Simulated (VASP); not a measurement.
Input of a VASP 6.6.1 run:

INCAR

```
SYSTEM = CeTe
PREC = Accurate
ENCUT = 520
EDIFF = 1E-6
ISMEAR = -1
SIGMA = 0.1
LREAL = .False.
LASPH = .True.
NELM = 150
ALGO = Normal
ISIF = 2
LWAVE = .False.
LCHARG = .False.
ISPIN = 2
MAGMOM = 0.7 0
LORBIT = 11
LMAXMIX = 6
NBANDS = 20
```

The input KPOINTS:

```
Automatic mesh
0
Gamma
  8 8 8
  0 0 0
```

File POSCAR:

```
CeTe
1.0
    3.8609390000      0.0000000000      0.0000000000
    0.0000000000      3.8609390000      0.0000000000
    0.0000000000      0.0000000000      3.8609390000
Ce Te
1 1
Direct
    0.0000000000      0.0000000000      0.0000000000
    0.5000000000      0.5000000000      0.5000000000
```

Potentials or basis: VASP PAW LDA potentials, release 64 (Ce, Te).

Run with:

```bash
$ cat potpaw_LDA.64/Ce/POTCAR potpaw_LDA.64/Te/POTCAR > POTCAR
$ mpirun -np 1 vasp_std > vasp.out
```

Question: Predict the net moment.

Answer: 1.23 μB per cell.

Question: What does it give for the pressure?

Answer: -4.3 GPa.

Question: What does it give for the site moments?

Answer: Ce +1.06; Te -0.02 μB.

Caveat: the magnetic or orbital state may not be the lowest; the cell stands under tension. The state reached can hang on the start; a lower one may exist.
